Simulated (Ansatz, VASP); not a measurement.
# PbSe in VASP and in Ansatz

```
Pb Se
1.0
     2.15488   -6.13395    0.00000
     2.15488    6.13395    0.00000
     0.00000    0.00000    4.45049
Pb Se
2 2
Direct
  0.63176 0.36824 0.75000
  0.36824 0.63176 0.25000
  0.86129 0.13871 0.75000
  0.13871 0.86129 0.25000
```

Alike in both runs: task single point; functional LDA; k mesh 6 × 6 × 4; no spin polarisation.

|  | VASP | Ansatz |
| --- | --- | --- |
| version | VASP 6.6.1 | Ansatz 0.2.0 |
| potentials or method | VASP PAW LDA potentials, release 64 (Pb_d, Se) | plane waves, PAW |
| plane-wave cutoff (eV) | 520 | 420 |
| occupations | gaussian, width 0.01 eV | fixed |
| valence electrons in the cell | 40 | 60 |

|  | VASP | Ansatz | Ansatz less VASP |
| --- | --- | --- | --- |
| gap on the k mesh at the Fermi level (eV) | 1.09 | 1.11 | +0.012 |

LDA's correlation is that of Perdew and Zunger in VASP and of Perdew and Wang (1992) in Ansatz. VASP's potentials hold 40 valence electrons a cell and Ansatz's 60, so a difference there can come from the potentials and not from the codes.

Spin-orbit coupling is off throughout.
